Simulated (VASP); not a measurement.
Wanted: the native input for a VASP 6.6.1 run.

```
Task                   : single point
Functional             : PBEsol
Potentials or basis    : VASP PAW PBE potentials, release 64 (Cl, Na_pv)
Cutoff                 : 520 eV
k mesh                 : 6 × 6 × 6
Occupations            : fermi-dirac, width 0.05 eV
Spin                   : no spin polarisation
Dipole correction      : no
Further INCAR settings : ALGO = Normal; EDIFF = 1e-07; NBANDS = 14
```

The structure of NaCl lies in POSCAR:

```
NaCl
1.0
    3.5021900000      0.0000000000      0.0000000000
    0.0000000000      3.5021900000      0.0000000000
    0.0000000000      0.0000000000      3.5021900000
Cl Na
1 1
Direct
    0.5000000000      0.5000000000      0.5000000000
    0.0000000000      0.0000000000      0.0000000000
```

The input as run:

INCAR

```
PREC     = Accurate       # precision mode
ENCUT    = 520            # plane-wave cutoff, eV
EDIFF    = 1E-7           # SCF threshold, eV
ISMEAR   = -1             # smearing method
SIGMA    = 0.05           # smearing width, eV
LREAL    = F              # projectors in reciprocal space
LASPH    = T              # aspherical terms in the spheres
NELM     = 100            # most SCF steps
ALGO     = Normal         # electronic algorithm
ISIF     = 2              # what is computed and relaxed
LWAVE    = F              # write WAVECAR
LCHARG   = T              # write CHGCAR
GGA      = PS             # functional
LELF     = T              # ELF
LVHAR    = T            
NBANDS   = 14             # bands
```

KPOINTS

```
regular mesh
0
Gamma
  6 6 6
```

Potentials or basis: VASP PAW PBE potentials, release 64 (Cl, Na_pv).

Launch:

```sh
$ cat potpaw_PBE.64/Cl/POTCAR potpaw_PBE.64/Na_pv/POTCAR > POTCAR
$ mpirun -np 1 vasp_std > vasp.out
```

Results of the run:

| Item | Value |
| --- | --- |
| Pressure | -1.2 GPa |
| Band gap on the k mesh | 3.84 eV (least direct gap 4.34 eV) |

Caveat: the PAW data sets were made with another functional, which shifts forces and pressure a little.

Wall time 18 s on 1 thread of Intel Xeon 8259CL, with other jobs on the host, peak memory 0.15 GiB.
